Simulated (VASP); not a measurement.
# KSi2Sb3 (Cmmm) in VASP: notebook, part 2 of 2

VASP 6.6.1. The steps go on from the part before.

### Step 3. Relaxation of cell and atoms, PBEsol

This run uses another cell than the first one, of 29.47 Å³/atom.

Input file INCAR:

```
  PREC = Accurate
  ENCUT = 600
  EDIFF = 1E-7
  ISMEAR = -1
  SIGMA = 0.03
  LREAL = F
  LASPH = T
  NELM = 80
  ALGO = Normal
  ISIF = 3
  LWAVE = F
  LCHARG = F
  GGA = PS
  IBRION = 2
  NSW = 100
  EDIFFG = -0.01
```

Input file KPOINTS:

```
regular mesh
0
Gamma
  4 4 4
```

Input file POSCAR:

```
KSi2Sb3
1.0
    3.2371268200     -5.4364572600      0.0000000000
    3.2371268200      5.4364572600      0.0000000000
    0.0000000000      0.0000000000      5.0229489500
K Si Sb
1 2 3
Direct
    0.0000000000      0.0000000000      0.0000000000
    0.5000000000      0.0000000000      0.5000000000
    0.0000000000      0.5000000000      0.5000000000
    0.6610917000      0.3389083000      0.0000000000
    0.3389083000      0.6610917000      0.0000000000
    0.5000000000      0.5000000000      0.5000000000
```

Potentials or basis: VASP PAW PBE potentials, release 64 (K_sv, Si, Sb).

Run with:

```
$ cat potpaw_PBE.64/K_sv/POTCAR potpaw_PBE.64/Si/POTCAR potpaw_PBE.64/Sb/POTCAR > POTCAR
$ mpirun -np 1 vasp_std > vasp.out
```

OUTCAR:

```text
PREC = Accurate
   ENCUT = 600
   EDIFF = 1E-7
   ISMEAR = -1
   LREAL = F
   LASPH = T
   NELM = 80
   ISIF = 3
   GGA = PS
   IBRION = 2
   NSW = 100
   EDIFFG = -0.01

 ion  position               nearest neighbor table
   1  0.000  0.000  0.000-   4 3.68   5 3.68   4 3.68   5 3.68   4 3.68   5 3.68
   2  0.500  0.000  0.500-   4 3.14   5 3.14   4 3.14   5 3.14   6 3.16   6 3.16
   3  0.000  0.500  0.500-   4 3.14   5 3.14   4 3.14   5 3.14   6 3.16   6 3.16
   4  0.661  0.339  0.000-   6 3.06   6 3.06   2 3.14   2 3.14   3 3.14   3 3.14   5 3.50   1 3.68
                             1 3.68   1 3.68   5 3.77   5 3.77
   5  0.339  0.661  0.000-   6 3.06   6 3.06   2 3.14   2 3.14   3 3.14   3 3.14   4 3.50   1 3.68
                             1 3.68   1 3.68   4 3.77   4 3.77
   6  0.500  0.500  0.500-   4 3.06   5 3.06   4 3.06   5 3.06   2 3.16   3 3.16   2 3.16   3 3.16

  LATTYP: Found a base centered orthorhombic cell.
 ALAT       =     6.4742536400
 B/A-ratio  =     1.6794081796
 C/A-ratio  =     0.7758344404

  Lattice vectors:

 A1 = (   3.2371268200,  -5.4364572600,   0.0000000000)
 A2 = (   3.2371268200,   5.4364572600,   0.0000000000)
 A3 = (   0.0000000000,   0.0000000000,   5.0229489500)

Analysis of symmetry for initial positions (statically):
=====================================================================
 Subroutine PRICEL returns:
 Original cell was already a primitive cell.

 Routine SETGRP: Setting up the symmetry group for a
 base centered orthorhombic supercell.

 Subroutine GETGRP returns: Found  8 space group operations
 (whereof  8 operations were pure point group operations)
 out of a pool of  8 trial point group operations.

The static configuration has the point symmetry D_2h.

Analysis of symmetry for dynamics (positions and initial velocities):
=====================================================================
 Subroutine PRICEL returns:
 Original cell was already a primitive cell.

 Routine SETGRP: Setting up the symmetry group for a
 base centered orthorhombic supercell.

 Subroutine GETGRP returns: Found  8 space group operations
 (whereof  8 operations were pure point group operations)
 out of a pool of  8 trial point group operations.

The dynamic configuration has the point symmetry D_2h.

 Subroutine INISYM returns: Found  8 space group operations
 (whereof  8 operations are pure point group operations),
 and found     1 'primitive' translations

----------------------------------------------------------------------------------------

                                     Primitive cell

  volume of cell :     176.7928

  direct lattice vectors                    reciprocal lattice vectors
     3.237126820 -5.436457260  0.000000000     0.154457958 -0.091971660  0.000000000
     3.237126820  5.436457260  0.000000000     0.154457958  0.091971660  0.000000000
     0.000000000  0.000000000  5.022948950     0.000000000  0.000000000  0.199086236

  length of vectors
     6.327247236  6.327247236  5.022948950     0.179766647  0.179766647  0.199086236

  position of ions in fractional coordinates (direct lattice)
     0.000000000  0.000000000  0.000000000
     0.500000000  0.000000000  0.500000000
     0.000000000  0.500000000  0.500000000
     0.661091700  0.338908300  0.000000000
     0.338908300  0.661091700  0.000000000
     0.500000000  0.500000000  0.500000000

  ion indices of the primitive-cell ions
[... 39 lines left out ...]
  0.250000  0.250000  0.000000      2.000000
  0.500000  0.250000  0.000000      4.000000
 -0.250000  0.250000  0.000000      2.000000
[... 13 lines left out ...]
 -0.250000  0.250000  0.500000      2.000000
  0.500000  0.500000  0.500000      1.000000
   k-points           NKPTS =     21   k-points in BZ     NKDIM =     21   number of bands    NBANDS=     20
   number of dos      NEDOS =    301   number of ions     NIONS =      6
   total plane-waves  NPLWV = 116640
   dimension x,y,z NGX =    54 NGY =   54 NGZ =   40
   dimension x,y,z NGXF=   108 NGYF=  108 NGZF=   80
   ions per type =               1   2   3
   NGX,Y,Z   is equivalent  to a cutoff of  14.19, 14.19, 13.24 a.u.
   NGXF,Y,Z  is equivalent  to a cutoff of  28.38, 28.38, 26.48 a.u.
 SYSTEM =  unknown system
   PREC   = accura    normal or accurate (medium, high low for compatibility)
   ISTART =      0    job   : 0-new  1-cont  2-samecut
   ICHARG =      2    charge: 1-file 2-atom 10-const
   ISPIN  =      1    spin polarized calculation?
   LNONCOLLINEAR =      F non collinear calculations
   LSORBIT =      F    spin-orbit coupling
   LASPH  =      T    aspherical Exc in radial PAW
   ENCUT  =  600.0 eV  44.10 Ry    6.64 a.u.  12.64 12.64 10.03*2*pi/ulx,y,z
   NELM   =     80;   NELMIN=  2; NELMDL= -5     # of ELM steps
   EDIFF  = 0.1E-06   stopping-criterion for ELM
   LREAL  =      F    real-space projection
   EDIFFG = -.1E-01   stopping-criterion for IOM
   NSW    =    100    number of steps for IOM
   IBRION =      2    ionic relax: 0-MD 1-quasi-New 2-CG
   NFREE  =      1    steps in history (QN), initial steepest desc. (CG)
   ISIF   =      3    stress and relaxation
   ISYM   =      2    0-nonsym 1-usesym 2-fastsym
   POTIM  = 0.5000    time-step for ionic-motion
   TEBEG  =    0.0;   TEEND  =   0.0 temperature during run
   PSTRESS=    0.0 pullay stress
   NELECT =      32.0000    total number of electrons
   NUPDOWN=      -1.0000    fix difference up-down
   EMIN   =  10.00;   EMAX   =-10.00  energy-range for DOS
   EFERMI =   0.00;   METHOD = LEGACY
   ISMEAR =    -1;   SIGMA  =   0.03  broadening in eV -4-tet -1-fermi 0-gaus
   EFERMI_NEDOS =   21; number of points for ismear=-14 and -15
   IALGO  =     38    algorithm
   IMIX   =      4    mixing-type and parameters
     AMIX     =   0.40;   BMIX     =  1.00
     AMIX_MAG =   1.60;   BMIX_MAG =  1.00
  volume/ion in A,a.u.               =      29.47       198.84
  Fermi-wavevector in a.u.,A,eV,Ry     =   0.926055  1.749990 11.668049  0.857577
  Thomas-Fermi vector in A             =   2.051976
   LORBIT       =      0    0 simple, 1 ext, 2 COOP (PROOUT), +10 PAW based schemes
   GGA     = PS    functional components
   LHFCALC =     F    Hartree Fock is set to
   AEXX    =    0.0000 exact exchange contribution
   IVDW    =     0    specifies the selected vdW correction
   LEPSILON=     F    determine dielectric tensor
   LRPA    =     F    only Hartree local field effects (RPA)
 conjugate gradient relaxation of ions
 non-spin polarized calculation
  energy-cutoff  :      600.00
  volume of cell :      176.79
 maximum number of plane-waves:      5930
 NGX is ok and might be reduce to    54
   NGX = 25   NGY = 25   NGZ = 21

--------------------------------------- Ionic step        1  -------------------------------------------

 number of electron      32.0000000 magnetization

 Free energy of the ion-electron system (eV)
  ---------------------------------------------------
  ext. energy  EPLUGINS =         0.00000000
  ---------------------------------------------------
  free energy    TOTEN  =       -24.17872532 eV

  energy without entropy =      -24.16529634  energy(sigma->0) =      -24.17201083

------------------------ aborting loop because EDIFF is reached ----------------------------------------

  FORCE on cell =-STRESS in cart. coord.  units (eV):
  Direction    XX          YY          ZZ          XY          YZ          ZX
  --------------------------------------------------------------------------------------
  -------------------------------------------------------------------------------------
  Total       -5.8581667     -1.6798331     -3.6277404     -0.0000000      0.0000000      0.0000000
  in kB      -53.0894044    -15.2234211    -32.8762548     -0.0000000      0.0000000      0.0000000
  external PRESSURE =     -33.7296935 kB  Pullay stress =       0.0000000 kB
[... 101 lines left out ...]
  FREE ENERGIE OF THE ION-ELECTRON SYSTEM (eV)
  ---------------------------------------------------
  free  energy   TOTEN  =       -24.5274875798 eV

  energy  without entropy=      -24.5195674966  energy(sigma->0) =      -24.52352754

[... ionic steps 4 to 13 ...]

--------------------------------------- Ionic step       14  -------------------------------------------

 number of electron      32.0000000 magnetization

------------------------ aborting loop because EDIFF is reached ----------------------------------------
[... 75 lines left out ...]
--------------------------------------- Ionic step       16  -------------------------------------------

 number of electron      32.0000000 magnetization

 Free energy of the ion-electron system (eV)
  ---------------------------------------------------
  ext. energy  EPLUGINS =         0.00000000
  ---------------------------------------------------
  free energy    TOTEN  =       -25.02079433 eV

  energy without entropy =      -25.01139514  energy(sigma->0) =      -25.01609474

 E-fermi :   6.0984     XC(G=0):  -9.6221

 val. band max:        6.0295452233   @ k =   0.5000   0.5000   0.0000
 cond. band min:       6.1089955820   @ k =   0.5000   0.2500   0.2500
 fundamental gap:      0.0794503587
 Fermi energy:         6.0984291838

 k-point     1 :       0.0000    0.0000    0.0000
  band No.  band energies     occupation
      1     -24.2895      2.00000
      2      -7.9653      2.00000
      3      -7.9632      2.00000
      4      -7.8497      2.00000
      5      -6.3526      2.00000
      6      -2.5365      2.00000
[... 505 lines left out ...]
  FREE ENERGIE OF THE ION-ELECTRON SYSTEM (eV)
  ---------------------------------------------------
  free  energy   TOTEN  =       -25.0207943310 eV

  energy  without entropy=      -25.0113951439  energy(sigma->0) =      -25.01609474

 reached required accuracy - stopping structural energy minimisation
```

OSZICAR:

```text
N       E                     dE             d eps       ncg     rms          rms(c)
DAV:   1     0.178826864434E+03    0.17883E+03   -0.12822E+04   840   0.148E+03
DAV:   2    -0.780144541397E+01   -0.18663E+03   -0.18076E+03   988   0.260E+02
DAV:   3    -0.234231160795E+02   -0.15622E+02   -0.14907E+02  1116   0.701E+01
[... 168 lines left out ...]
DAV:   1    -0.250207754299E+02   -0.33001E-04   -0.52272E-03   864   0.390E-01    0.239E-02
DAV:   2    -0.250207967306E+02   -0.21301E-04   -0.29384E-04  1080   0.772E-02    0.910E-03
DAV:   3    -0.250207952218E+02    0.15088E-05   -0.57330E-06  1044   0.142E-02    0.505E-03
DAV:   4    -0.250207944271E+02    0.79471E-06   -0.13612E-06  1088   0.658E-03    0.117E-03
DAV:   5    -0.250207943310E+02    0.96082E-07   -0.79714E-08   488   0.180E-03
  16 F= -.25020794E+02 E0= -.25016095E+02  d E =-.141262E-03
```

CONTCAR:

```text
KSi2Sb3
   1.00000000000000
     2.6318699541704875   -5.7864002826101348    0.0000000000000000
     2.6318699541704875    5.7864002826101348    0.0000000000000000
     0.0000000000000000    0.0000000000000000    5.0836615367290285
  K               Si              Sb
     1     2     3
Direct
     0.0000000000000000    0.0000000000000000    0.0000000000000000
     0.5000000000000000    0.0000000000000000    0.5000000000000000
     0.0000000000000000    0.5000000000000000    0.5000000000000000
     0.6807482873225748    0.3192517126774254    0.0000000000000000
     0.3192517126774254    0.6807482873225749    1.0000000000000000
     0.5000000000000000    0.5000000000000000    0.5000000000000000

  0.00000000E+00  0.00000000E+00  0.00000000E+00
  0.00000000E+00  0.00000000E+00  0.00000000E+00
  0.00000000E+00  0.00000000E+00  0.00000000E+00
  0.00000000E+00  0.00000000E+00  0.00000000E+00
  0.00000000E+00  0.00000000E+00  0.00000000E+00
  0.00000000E+00  0.00000000E+00  0.00000000E+00
```

It took 18 min on 1 thread of AMD EPYC 7R43 (Zen 3), shared host; peak memory 0.37 GiB.

What came out:

| Quantity | Value |
| --- | --- |
| Free energy | -25.0208 eV |
| Relaxed volume | 25.81 Å³/atom |
| Relaxed cell | a = 6.357 Å, b = 6.357 Å, c = 5.084 Å, α = 90.00°, β = 90.00°, γ = 131.08° |
| Space group after relaxing (to 0.1 Å) | Cmmm (No. 65) |
| Energy gained by relaxing | 140.3 meV/atom |
| Ionic steps | 16 |
| Pressure after relaxing | 0.0 GPa |
| Band gap on the k mesh | zero (bands 16 and 17 overlap by 2.13 eV) |

The path:
| step | energy change (eV) | largest force (eV/Å) | pressure (GPa) | volume (Å³) |
| --- | --- | --- | --- | --- |
| 1 | 0.0000 | 0.6406 | -3.37 | 176.79 |
| 2 | -0.3149 | 0.8432 | -0.26 | 161.34 |
| 3 | -0.3488 | 0.8622 | 1.40 | 155.78 |
| 4 | -0.5662 | 0.5101 | 1.15 | 153.81 |
| 5 | -0.7272 | 0.2148 | 1.74 | 151.03 |
| 6 | -0.4287 | 1.1777 | 5.73 | 144.10 |
| 7 | -0.7596 | 0.1084 | 2.05 | 149.82 |
| 8 | -0.7626 | 0.2106 | 2.30 | 149.22 |
| 9 | -0.8105 | 0.0162 | -1.61 | 160.44 |
| 10 | -0.8289 | 0.0698 | -0.41 | 156.46 |
| 11 | -0.8402 | 0.0336 | -0.28 | 155.80 |
| 12 | -0.8413 | 0.0253 | -0.23 | 155.54 |
| 13 | -0.8416 | 0.0311 | 0.19 | 154.31 |
| 14 | -0.8419 | 0.0282 | 0.02 | 154.82 |
| 15 | -0.8420 | 0.0172 | 0.01 | 154.82 |
| 16 | -0.8421 | 0.0010 | 0.00 | 154.84 |

Final structure:
```yaml
crystal:
  lattice:
    - [2.63187, -5.78640, 0.00000]
    - [2.63187, 5.78640, 0.00000]
    - [0.00000, 0.00000, 5.08366]
  atoms:
    - { symbol: K, position: [0.00000, 0.00000, 0.00000] }
    - { symbol: Si, position: [0.50000, 0.00000, 0.50000] }
    - { symbol: Si, position: [0.00000, 0.50000, 0.50000] }
    - { symbol: Sb, position: [0.68075, 0.31925, 0.00000] }
    - { symbol: Sb, position: [0.31925, 0.68075, 0.00000] }
    - { symbol: Sb, position: [0.50000, 0.50000, 0.50000] }
```

Caveat: the PAW data sets were made with another functional, which shifts forces and pressure a little; spin-orbit coupling is left out, which moves the levels of the heavy elements.
